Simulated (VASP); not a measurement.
## Tm: single point with PBE

The system is Tm.

```xyz
1
Lattice="0.0000 2.5954 2.5954 2.5954 0.0000 2.5954 2.5954 2.5954 0.0000" Properties=species:S:1:pos:R:3 pbc="T T T"
Tm    0.0000    0.0000    0.0000
```

```json
{
  "Program": "VASP 6.6.1",
  "Task": "single point",
  "Functional": "PBE",
  "Potentials or basis": "VASP PAW PBE potentials, release 64 (Tm)",
  "Cutoff": "520 eV",
  "k mesh": "8 × 8 × 8",
  "Occupations": "gaussian, width 0.05 eV",
  "Spin": "collinear spin, ferromagnetic start",
  "Starting moments": "[1.24] μB"
}
```

The pressure is -0.3 GPa. The net moment is 1.15 μB per cell. The site moments are Tm +1.18 μB and the valence electrons inside the program's atomic spheres are Tm 21.02.

Levels at points of the mesh, in eV from the Fermi level:
Spin up:
| k point | band 9 | band 10 | band 11 | band 12 | band 13 | band 14 | band 15 | band 16 |
| --- | --- | --- | --- | --- | --- | --- | --- | --- |
| (0.00, 0.00, 0.00) | -1.18 | -1.03 | -1.03 | -1.03 | 2.59 | 2.59 | 2.59 | 4.79 |
| (0.50, 0.00, 0.00) | -1.12 | -1.06 | -0.96 | -0.96 | 0.43 | 2.40 | 2.40 | 6.37 |
| (0.50, 0.50, 0.00) | -1.03 | -1.02 | -0.97 | -0.97 | -0.20 | 1.83 | 6.41 | 6.82 |
Spin down:
```tsv
k point	band 9	band 10	band 11	band 12	band 13	band 14
(0.00, 0.00, 0.00)	-0.38	0.08	0.08	0.08	2.68	2.68
(0.50, 0.00, 0.00)	-0.30	-0.04	-0.04	0.08	0.43	2.45
(0.50, 0.50, 0.00)	-0.30	-0.16	-0.04	-0.04	-0.04	1.87
```

It took 4.4 min on 1 thread of Intel(R) Xeon(R) Platinum 8259CL CPU @ 2.50GHz (Skylake/Cascade Lake) (shared host), peak memory 0.21 GiB.

Caveat: the magnetic or orbital state may not be the lowest; spin-orbit coupling is left out, which moves the levels of the heavy elements. The state reached can hang on the start; a lower one may exist.
